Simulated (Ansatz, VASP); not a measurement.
**One calculation of SiO2, two programs**

The input INCAR:

```
SYSTEM = SiO2
ALGO = Normal
EDIFF = 1E-6
ENCUT = 520
GGA = PE
ISIF = 2
ISMEAR = 0
LASPH = .TRUE.
LCHARG = .FALSE.
LREAL = .FALSE.
LWAVE = .FALSE.
NBANDS = 25
NELM = 60
PREC = Accurate
SIGMA = 0.05
```

KPOINTS

```
k-points
0
G
  6 6 10
  0 0 0
```

File POSCAR:

```
SiO2
1.0
    4.2683515632      0.0000000000      0.0000000000
    0.0000000000      4.2683515632      0.0000000000
    0.0000000000      0.0000000000      2.9669311716
Si O
2 4
Direct
    0.5000000000      0.5000000000      0.5000000000
    0.0000000000      0.0000000000      0.0000000000
    0.6930127928      0.6930127928      0.0000000000
    0.1930127928      0.8069872072      0.5000000000
    0.3069872072      0.3069872072      0.0000000000
    0.8069872072      0.1930127928      0.5000000000
```

Input for Ansatz:

```yaml
crystal:
  lattice:
    - [4.2683515632, 0.0, 0.0]
    - [0.0, 4.2683515632, 0.0]
    - [0.0, 0.0, 2.9669311716]
  atoms:
    - { symbol: Si, position: [0.5, 0.5, 0.5] }
    - { symbol: Si, position: [0.0, 0.0, 0.0] }
    - { symbol: O, position: [0.6930127928, 0.6930127928, 0.0] }
    - { symbol: O, position: [0.1930127928, 0.8069872072, 0.5] }
    - { symbol: O, position: [0.3069872072, 0.3069872072, 0.0] }
    - { symbol: O, position: [0.8069872072, 0.1930127928, 0.5] }
basis:
  ecutwfc: 520.0
kpoints:
  mp_grid: { grid: [6, 6, 10] }
hamiltonian:
  xc: pbe
  pseudopotentials: { kind: paw, azcp: { folder: soft_1 } }
scf:
  occupations: { method: gaussian, width: 0.05 }
output:
  forces: true
  stress: true
  eigenvalues: true
```

Alike in both runs: task single point; functional PBE; k mesh 6 × 6 × 10; occupations gaussian, width 0.05 eV; no spin polarisation.

```csv
,VASP,Ansatz
version,VASP 6.6.1,Ansatz 0.2.0
potentials or method,"VASP PAW PBE potentials, release 64 (Si, O), cutoff 520 eV","scalar-relativistic, plane waves, PAW"
valence electrons in the cell,32,32
```

VASP gave:

```
gap on the k mesh at the Fermi level (eV) : 2.83
least direct gap on the mesh (eV)         : 2.83
rms of the force components (eV/Å)        : 0.116
```

Q: Estimate Ansatz's values.

A: gap on the k mesh at the Fermi level (eV): 2.85; least direct gap on the mesh (eV): 2.85; rms of the force components (eV/Å): 0.116.

Atom by atom the forces differ by 0.000 eV/Å (rms over components).
